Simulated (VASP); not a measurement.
Runs of VASP 6.6.1 on GaN. The structure is that of space group Fm-3m (No. 225), or close to it. The cells are those of the table. 

```tsv
cell	gap on the mesh (eV)	pressure (GPa)
a = 3.020 Å, angles 60.0°, 2 atoms	0.34	-7.5
a = 3.079 Å, angles 60.0°, 2 atoms	-	-17.1
a = 2.999 Å, angles 60.0°, 2 atoms	0.46	-3.4
a = 2.958 Å, angles 60.0°, 2 atoms	0.72	6.6
a = 2.979 Å, angles 60.0°, 2 atoms	0.59	1.3
a = 3.040 Å, angles 60.0°, 2 atoms	0.22	(a)
a = 3.059 Å, angles 60.0°, 2 atoms	(b)	-14.5
```

Alike in all rows: task single point; level PBEsol; potentials or basis VASP PAW PBE potentials, release 64 (Ga_d, N); no spin polarisation; k mesh 8 × 8 × 8; cutoff (eV) 600; smearing gaussian 0.01 eV.

**Question.** Fill in the values left out.

**Answer.** (a) -11.1; (b) 0.11.

Caveats: the PAW data sets were made with another functional, which shifts forces and pressure a little.

A k mesh can miss the band edges, and the runs leave out spin-orbit coupling on Ga.
